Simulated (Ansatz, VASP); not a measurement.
Ga2PdS3: VASP beside Ansatz

```
CELL_PARAMETERS angstrom
3.41994 0.00000 0.00000
0.00000 3.41994 0.00000
0.00000 0.00000 9.49067
ATOMIC_POSITIONS crystal
Ga 0.00000 0.50000 0.72700
Ga 0.50000 0.00000 0.27300
Pd 0.00000 0.00000 0.00000
S 0.00000 0.50000 0.34527
S 0.50000 0.00000 0.65473
S 0.50000 0.50000 0.00000
```

Change from the starting cell: species swapped into the Ti2CuSb3 type (P-4m2, No. 115).

Alike in both runs: functional PBE; k mesh 6 × 6 × 2; occupations gaussian, width 0.1 eV; no spin polarisation.

Ansatz relaxed the structure, and its values are those at the end. VASP's run is a single point on that final structure, the one shown.

|  | VASP | Ansatz |
| --- | --- | --- |
| version | VASP 6.6.1 | Ansatz 0.2.0 |
| potentials or method | VASP PAW PBE potentials, release 64 (Ga_d, Pd, S), cutoff 520 eV | scalar-relativistic, plane waves, PAW |
| valence electrons in the cell | 54 | 62 |

```csv
,VASP,Ansatz,Ansatz less VASP
gap on the k mesh at the Fermi level (eV),none,none,-
pressure (GPa),0.2,0.2,0.00
rms of the force components (eV/Å),0.011,0.014,+0.0027
```

A gap of «none» marks a metal or a gap that the smearing closes. With one functional, cell and mesh, what is left measures potentials, basis and numerics. VASP's potentials hold 54 valence electrons a cell and Ansatz's 62, so a difference there can come from the potentials and not from the codes.
